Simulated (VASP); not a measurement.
# CdIrS3 (Pm-3m) in VASP: a series of runs

The runs below take CdIrS3 through single point, relaxation of cell and atoms, with PBE.

All numbers are computed with VASP 6.6.1; they aren't measurements. Logs are shortened: lines on timing, memory, paths and dates and some standing lists are left out, and cuts for length are marked.

### 1 The cell of the first run

It takes space group Pm-3m (No. 221, cubic). Conventional cell: a = 4.702 Å, b = 4.702 Å, c = 4.702 Å, α = 90.00°, β = 90.00°, γ = 90.00°. Within 4.4 Å of Cd (site symmetry m-3m) lie 12 S at 3.33 Å and 8 Ir at 4.07 Å. Within 3.1 Å of Ir (site symmetry m-3m) lie 6 S at 2.35 Å. Within 3.1 Å of S (site symmetry 4/mmm) lie 2 Ir at 2.35 Å.

### 2 Single point, PBE

The input, INCAR:

```
SYSTEM = CdIrS3
PREC = Accurate
ENCUT = 520
EDIFF = 1E-7
ISMEAR = 0
SIGMA = 0.1
LREAL = .False.
LASPH = .True.
NELM = 100
ALGO = Normal
ISIF = 2
LWAVE = .False.
LCHARG = .False.
GGA = PE
NBANDS = 28
```

The input, KPOINTS:

```
Automatic mesh
0
Gamma
  8 8 8
  0 0 0
```

The input, POSCAR:

```
CdIrS3
1.0
    4.7022794437      0.0000000000      0.0000000000
    0.0000000000      4.7022794437      0.0000000000
    0.0000000000      0.0000000000      4.7022794437
Cd Ir S
1 1 3
Direct
    0.0000000000      0.0000000000      0.0000000000
    0.5000000000      0.5000000000      0.5000000000
    0.5000000000      0.5000000000      0.0000000000
    0.0000000000      0.5000000000      0.5000000000
    0.5000000000      0.0000000000      0.5000000000
```

Potentials or basis: VASP PAW PBE potentials, release 64 (Cd, Ir, S).

Command:

```
cat potpaw_PBE.64/Cd/POTCAR potpaw_PBE.64/Ir/POTCAR potpaw_PBE.64/S/POTCAR > POTCAR
mpirun -np 1 vasp_std > vasp.out
```

OUTCAR:

```text
SYSTEM = CdIrS3
   PREC = Accurate
   ENCUT = 520
   EDIFF = 1E-7
   ISMEAR = 0
   LREAL = .False.
   LASPH = .True.
   NELM = 100
   ISIF = 2
   GGA = PE

 ion  position               nearest neighbor table
   1  0.000  0.000  0.000-
   2  0.500  0.500  0.500-   3 2.35   4 2.35   5 2.35   3 2.35   5 2.35   4 2.35
   3  0.500  0.500  0.000-   2 2.35   2 2.35
   4  0.000  0.500  0.500-   2 2.35   2 2.35
   5  0.500  0.000  0.500-   2 2.35   2 2.35

  LATTYP: Found a simple cubic cell.
 ALAT       =     4.7022794437

  Lattice vectors:

 A1 = (   4.7022794437,   0.0000000000,   0.0000000000)
 A2 = (   0.0000000000,   4.7022794437,   0.0000000000)
 A3 = (   0.0000000000,   0.0000000000,   4.7022794437)

Analysis of symmetry for initial positions (statically):
=====================================================================
 Subroutine PRICEL returns:
 Original cell was already a primitive cell.

 Routine SETGRP: Setting up the symmetry group for a
 simple cubic supercell.

 Subroutine GETGRP returns: Found 48 space group operations
 (whereof 48 operations were pure point group operations)
 out of a pool of 48 trial point group operations.

The static configuration has the point symmetry O_h .

Analysis of symmetry for dynamics (positions and initial velocities):
=====================================================================
 Subroutine PRICEL returns:
 Original cell was already a primitive cell.

 Routine SETGRP: Setting up the symmetry group for a
 simple cubic supercell.

 Subroutine GETGRP returns: Found 48 space group operations
 (whereof 48 operations were pure point group operations)
 out of a pool of 48 trial point group operations.

The dynamic configuration has the point symmetry O_h .

 Subroutine INISYM returns: Found 48 space group operations
 (whereof 48 operations are pure point group operations),
 and found     1 'primitive' translations

----------------------------------------------------------------------------------------

                                     Primitive cell

  volume of cell :     103.9741

  direct lattice vectors                    reciprocal lattice vectors
     4.702279444  0.000000000  0.000000000     0.212662819  0.000000000  0.000000000
     0.000000000  4.702279444  0.000000000     0.000000000  0.212662819  0.000000000
     0.000000000  0.000000000  4.702279444     0.000000000  0.000000000  0.212662819

  length of vectors
     4.702279444  4.702279444  4.702279444     0.212662819  0.212662819  0.212662819

  position of ions in fractional coordinates (direct lattice)
     0.000000000  0.000000000  0.000000000
     0.500000000  0.500000000  0.500000000
     0.500000000  0.500000000  0.000000000
     0.000000000  0.500000000  0.500000000
     0.500000000  0.000000000  0.500000000

  ion indices of the primitive-cell ions
   primitive index   ion index
                 1           1
                 2           2
                 3           3
                 4           4
                 5           5

----------------------------------------------------------------------------------------

 KPOINTS: Automatic mesh

Automatic generation of k-mesh.
 Grid dimensions read from file:
 generate k-points for:    8    8    8

 Generating k-lattice:

  Cartesian coordinates                     Fractional coordinates (reciprocal lattice)
     0.026582852  0.000000000  0.000000000     0.125000000  0.000000000  0.000000000
     0.000000000  0.026582852  0.000000000     0.000000000  0.125000000  0.000000000
     0.000000000  0.000000000  0.026582852     0.000000000  0.000000000  0.125000000

  Length of vectors
     0.026582852  0.026582852  0.026582852

  Shift w.r.t. Gamma in fractional coordinates (k-lattice)
     0.000000000  0.000000000  0.000000000

 Subroutine IBZKPT returns following result:
 ===========================================

 Found     35 irreducible k-points:

 Following reciprocal coordinates:
            Coordinates               Weight
  0.000000  0.000000  0.000000      1.000000
  0.125000  0.000000  0.000000      6.000000
  0.250000  0.000000  0.000000      6.000000
  0.375000  0.000000  0.000000      6.000000
  0.500000  0.000000  0.000000      3.000000
  0.125000  0.125000  0.000000     12.000000
[... 16 lines left out ...]
  0.375000  0.375000  0.125000     24.000000
  0.500000  0.375000  0.125000     24.000000
 [... further k-points ...]
   k-points           NKPTS =     35   k-points in BZ     NKDIM =     35   number of bands    NBANDS=     28
   number of dos      NEDOS =    301   number of ions     NIONS =      5
   total plane-waves  NPLWV =  46656
   dimension x,y,z NGX =    36 NGY =   36 NGZ =   36
   dimension x,y,z NGXF=    72 NGYF=   72 NGZF=   72
   ions per type =               1   1   3
   NGX,Y,Z   is equivalent  to a cutoff of  12.73, 12.73, 12.73 a.u.
   NGXF,Y,Z  is equivalent  to a cutoff of  25.46, 25.46, 25.46 a.u.
 SYSTEM =  CdIrS3
   PREC   = accura    normal or accurate (medium, high low for compatibility)
   ISTART =      0    job   : 0-new  1-cont  2-samecut
   ICHARG =      2    charge: 1-file 2-atom 10-const
   ISPIN  =      1    spin polarized calculation?
   LNONCOLLINEAR =      F non collinear calculations
   LSORBIT =      F    spin-orbit coupling
   LASPH  =      T    aspherical Exc in radial PAW
   ENCUT  =  520.0 eV  38.22 Ry    6.18 a.u.   8.74  8.74  8.74*2*pi/ulx,y,z
   NELM   =    100;   NELMIN=  2; NELMDL= -5     # of ELM steps
   EDIFF  = 0.1E-06   stopping-criterion for ELM
   LREAL  =      F    real-space projection
   EDIFFG = 0.1E-05   stopping-criterion for IOM
   NSW    =      0    number of steps for IOM
   IBRION =     -1    ionic relax: 0-MD 1-quasi-New 2-CG
   NFREE  =      0    steps in history (QN), initial steepest desc. (CG)
   ISIF   =      2    stress and relaxation
   ISYM   =      2    0-nonsym 1-usesym 2-fastsym
   POTIM  = 0.5000    time-step for ionic-motion
   TEBEG  =    0.0;   TEEND  =   0.0 temperature during run
   PSTRESS=    0.0 pullay stress
   NELECT =      39.0000    total number of electrons
   NUPDOWN=      -1.0000    fix difference up-down
   EMIN   =  10.00;   EMAX   =-10.00  energy-range for DOS
   EFERMI =   0.00;   METHOD = LEGACY
   ISMEAR =     0;   SIGMA  =   0.10  broadening in eV -4-tet -1-fermi 0-gaus
   EFERMI_NEDOS =   21; number of points for ismear=-14 and -15
   IALGO  =     38    algorithm
   IMIX   =      4    mixing-type and parameters
     AMIX     =   0.40;   BMIX     =  1.00
     AMIX_MAG =   1.60;   BMIX_MAG =  1.00
  volume/ion in A,a.u.               =      20.79       140.33
  Fermi-wavevector in a.u.,A,eV,Ry     =   1.180650  2.231105 18.965637  1.393935
  Thomas-Fermi vector in A             =   2.316939
   LORBIT       =      0    0 simple, 1 ext, 2 COOP (PROOUT), +10 PAW based schemes
   GGA     = PE    functional components
   LHFCALC =     F    Hartree Fock is set to
   AEXX    =    0.0000 exact exchange contribution
   IVDW    =     0    specifies the selected vdW correction
   LEPSILON=     F    determine dielectric tensor
   LRPA    =     F    only Hartree local field effects (RPA)
 non-spin polarized calculation
 Gauss-broadening in eV      SIGMA  =   0.10
  energy-cutoff  :      520.00
  volume of cell :      103.97
 maximum number of plane-waves:      2829
 NGX is ok and might be reduce to    36
   NGX = 17   NGY = 17   NGZ = 17

 number of electron      39.0000018 magnetization

 Free energy of the ion-electron system (eV)
  ---------------------------------------------------
  ext. energy  EPLUGINS =         0.00000000
  ---------------------------------------------------
  free energy    TOTEN  =       -20.02419293 eV

  energy without entropy =      -19.99042705  energy(sigma->0) =      -20.00730999

 E-fermi :   3.9382     XC(G=0): -10.2274

 val. band max:        3.9282860480   @ k =   0.3750   0.3750   0.2500
 cond. band min:       3.9418576073   @ k =   0.5000   0.3750   0.2500
 fundamental gap:      0.0135715593
 Fermi energy:         3.9381652539

 k-point     1 :       0.0000    0.0000    0.0000
  band No.  band energies     occupation
      1     -10.1538      2.00000
      2      -8.4118      2.00000
      3      -8.4118      2.00000
      4      -3.8920      2.00000
      5      -3.8920      2.00000
      6      -3.8920      2.00000
[... 20 lines left out ...]
     27      11.5724      0.00000
     28      11.5724      0.00000

 k-point     2 :       0.1250    0.0000    0.0000
  band No.  band energies     occupation
      1     -10.0875      2.00000
      2      -8.4101      2.00000
      3      -8.4054      2.00000
      4      -3.9004      2.00000
      5      -3.9004      2.00000
      6      -3.8912      2.00000
[... 20 lines left out ...]
     27      11.0553      0.00000
     28      11.0553      0.00000

 k-point     3 :       0.2500    0.0000    0.0000
  band No.  band energies     occupation
      1      -9.9142      2.00000
      2      -8.4127      2.00000
      3      -8.3898      2.00000
      4      -3.9203      2.00000
      5      -3.9203      2.00000
      6      -3.9139      2.00000
[... 20 lines left out ...]
     27      10.3458      0.00000
     28      11.3978      0.00000

 k-point     4 :       0.3750    0.0000    0.0000
  band No.  band energies     occupation
      1      -9.7155      2.00000
      2      -8.4307      2.00000
      3      -8.3740      2.00000
      4      -3.9397      2.00000
      5      -3.9397      2.00000
      6      -3.9377      2.00000
[... 578 lines left out ...]
     27      12.4013      0.00000
     28      12.7478      0.00000

 k-point    23 :       0.3750    0.3750    0.1250
  band No.  band energies     occupation
      1      -9.1647      2.00000
      2      -8.3549      2.00000
      3      -8.3505      2.00000
      4      -3.9362      2.00000
      5      -3.9291      2.00000
      6      -3.9193      2.00000
[... 20 lines left out ...]
     27      11.2780      0.00000
     28      12.6202      0.00000

 k-point    24 :       0.5000    0.3750    0.1250
  band No.  band energies     occupation
      1      -9.0646      2.00000
      2      -8.3519      2.00000
      3      -8.3422      2.00000
      4      -3.9340      2.00000
      5      -3.9321      2.00000
      6      -3.9210      2.00000
[... 20 lines left out ...]
     27      11.8945      0.00000
     28      11.9318      0.00000

 [... further k-points ...]
[... 5 lines left out ...]
  --------------------------------------------------------------------------------------
  -------------------------------------------------------------------------------------
  Total        0.1714529      0.1714529      0.1714529     -0.0000000      0.0000000     -0.0000000
  in kB        2.6419830      2.6419830      2.6419830     -0.0000000      0.0000000     -0.0000000
  external PRESSURE =       2.6419830 kB  Pullay stress =       0.0000000 kB

 VOLUME and BASIS-vectors are now :
 -----------------------------------------------------------------------------
  energy-cutoff  :      520.00
  volume of cell :      103.97
      direct lattice vectors                 reciprocal lattice vectors
     4.702279444  0.000000000  0.000000000     0.212662819  0.000000000  0.000000000
     0.000000000  4.702279444  0.000000000     0.000000000  0.212662819  0.000000000
     0.000000000  0.000000000  4.702279444     0.000000000  0.000000000  0.212662819

 POSITION                                       TOTAL-FORCE (eV/Angst)
 -----------------------------------------------------------------------------------
      0.00000      0.00000      0.00000         0.000000      0.000000      0.000000
      2.35114      2.35114      2.35114         0.000000      0.000000      0.000000
      2.35114      2.35114      0.00000         0.000000      0.000000      0.000000
      0.00000      2.35114      2.35114         0.000000      0.000000      0.000000
      2.35114      0.00000      2.35114         0.000000      0.000000      0.000000
 -----------------------------------------------------------------------------------
    total drift:                                0.000000      0.000000      0.000000

  FREE ENERGIE OF THE ION-ELECTRON SYSTEM (eV)
  ---------------------------------------------------
  free  energy   TOTEN  =       -20.0241929263 eV

  energy  without entropy=      -19.9904270514  energy(sigma->0) =      -20.00730999
```

It took 98 s on 1 thread of Intel Xeon Platinum 8259CL at 2.50GHz (Skylake/Cascade Lake), shared host; peak memory 0.26 GiB.

What came out:

```yaml
Free_energy: -20.0242 eV
Pressure: 0.3 GPa
```

Caveat: spin-orbit coupling is left out, which moves the levels of the heavy elements.

### 3 Relaxation of cell and atoms, PBE

This run uses another cell than the first one, of 20.86 Å³/atom, 1.003 times its volume.

The input, INCAR:

```
SYSTEM = CdIrS3
ALGO = Normal ; EDIFF = 1E-7
EDIFFG = -0.01 ; ENCUT = 600
GGA = PE ; IBRION = 2
ISIF = 3 ; ISMEAR = 0
LASPH = .True. ; LCHARG = .False.
LREAL = .False. ; LWAVE = .False.
NELM = 100 ; NSW = 100
PREC = Accurate ; SIGMA = 0.1
```

The input, KPOINTS:

```
k-points
0
Gamma
  8 8 8
  0 0 0
```

Edit POSCAR of step 2 so:

```diff
@@ -2,5 +2,5 @@
 1.0
-    4.7022794437      0.0000000000      0.0000000000
-    0.0000000000      4.7022794437      0.0000000000
-    0.0000000000      0.0000000000      4.7022794437
+    4.7074731394      0.0000000000      0.0000000000
+    0.0000000000      4.7074731394      0.0000000000
+    0.0000000000      0.0000000000      4.7074731394
 Cd Ir S
```

Potentials or basis: VASP PAW PBE potentials, release 64 (Cd, Ir, S).

Command:

```
cat potpaw_PBE.64/Cd/POTCAR potpaw_PBE.64/Ir/POTCAR potpaw_PBE.64/S/POTCAR > POTCAR
mpirun -np 1 vasp_std > vasp.out
```

Run time: 2.5 min. Hardware: 1 thread of Intel Xeon Platinum 8259CL at 2.50GHz (Skylake/Cascade Lake), shared host; peak memory 0.31 GiB.

It converged, with:

```yaml
Free_energy: -20.0246 eV
Pressure_after_relaxing: 0.0 GPa
```

Final structure:
```
Cd Ir S
1.0
     4.70747    0.00000    0.00000
     0.00000    4.70747    0.00000
     0.00000    0.00000    4.70747
Cd Ir S
1 1 3
Cartesian
  0.0000 0.0000 0.0000
  2.3537 2.3537 2.3537
  2.3537 2.3537 0.0000
  0.0000 2.3537 2.3537
  2.3537 0.0000 2.3537
```

Levels at points of the mesh, in eV from the Fermi level:
```tsv
k point	band 17	band 18	band 19	band 20	band 21	band 22
(0.00, 0.00, 0.00)	-1.23	-1.23	-1.13	-1.13	-0.76	-0.76
(0.50, 0.00, 0.00)	-1.12	-0.76	-0.76	0.21	0.21	0.63
(0.50, 0.50, 0.00)	-1.07	-0.30	0.23	0.40	0.40	1.91
(0.50, 0.50, 0.50)	-0.22	-0.22	0.22	0.22	0.22	5.83
```

Caveat: the relaxation stopped at its first step, so nothing moved; the bands computed are all filled at some k points, so no gap is given; spin-orbit coupling is left out, which moves the levels of the heavy elements.
